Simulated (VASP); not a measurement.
WSe2:

```
W Se
1.0
     3.29967    0.00000    0.00000
    -1.64983    2.85760    0.00000
     0.00000    0.00000   13.14870
W Se
2 4
Direct
  0.33333 0.66667 0.25000
  0.66667 0.33333 0.75000
  0.66667 0.33333 0.37666
  0.66667 0.33333 0.12334
  0.33333 0.66667 0.87666
  0.33333 0.66667 0.62334
```

Base run:

* Program: VASP 6.6.1
* Functional: r2SCAN
* Potentials or basis: VASP PAW PBE potentials, release 64 (W_sv, Se)
* Cutoff: 520 eV
* k mesh: 6 × 6 × 2
* Occupations: gaussian, width 0.01 eV
* Spin: no spin polarisation

Its results: band gap on the k mesh 1.16 eV, indirect (least direct gap 1.61 eV); pressure 1.7 GPa; largest force 0.012 eV/Å.

**Question.** The run is repeated on the same cell with these changes: functional from r2SCAN to PBE. What comes out?

**Answer.** Band gap on the k mesh 1.04 eV, indirect (least direct gap 1.49 eV); pressure 3.7 GPa; largest force 0.329 eV/Å.

r2SCAN gives the wider gap, since meta-GGAs in the generalised Kohn-Sham scheme recover part of the derivative discontinuity.

Caveats: spin-orbit coupling is left out, which moves the levels of the heavy elements; the PAW data sets were made with another functional, which shifts forces and pressure a little (some runs); this functional lacks dispersion, which binds the layers, so the pressure and a relaxed spacing across them are unreliable (some runs).

A k mesh can miss the band edges.
